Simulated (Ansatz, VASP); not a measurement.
# One calculation of KRe3W, two programs

```
K Re W
1.0
     4.85128    0.00000    0.00000
     0.00000    4.85128    0.00000
     0.00000    0.00000    4.85128
K Re W
1 3 1
Direct
  0.00000 0.00000 0.00000
  0.00000 0.50000 0.50000
  0.50000 0.00000 0.50000
  0.50000 0.50000 0.00000
  0.50000 0.50000 0.50000
```

Alike in both runs: functional PBE; k mesh 8 × 8 × 8; occupations gaussian, width 0.1 eV; no spin polarisation.

Ansatz relaxed the structure, and its values are those at the end. VASP's run is a single point on that final structure, the one shown.

|  | VASP | Ansatz |
| --- | --- | --- |
| version | VASP 6.6.1 | Ansatz 0.2.0 |
| potentials or method | VASP PAW PBE potentials, release 64 (K_sv, Re, W_sv), cutoff 520 eV | scalar-relativistic, plane waves, PAW |
| valence electrons in the cell | 44 | 68 |

VASP gave:

```
gap on the k mesh at the Fermi level (eV) : none
pressure (GPa)                            : 0.5
```

What did Ansatz give for the same quantities?

gap on the k mesh at the Fermi level (eV): none; pressure (GPa): 0.0.

A gap of «none» marks a metal or a gap that the smearing closes. VASP's potentials hold 44 valence electrons a cell and Ansatz's 68, so a difference there can come from the potentials and not from the codes.

Neither program's run includes spin-orbit coupling.
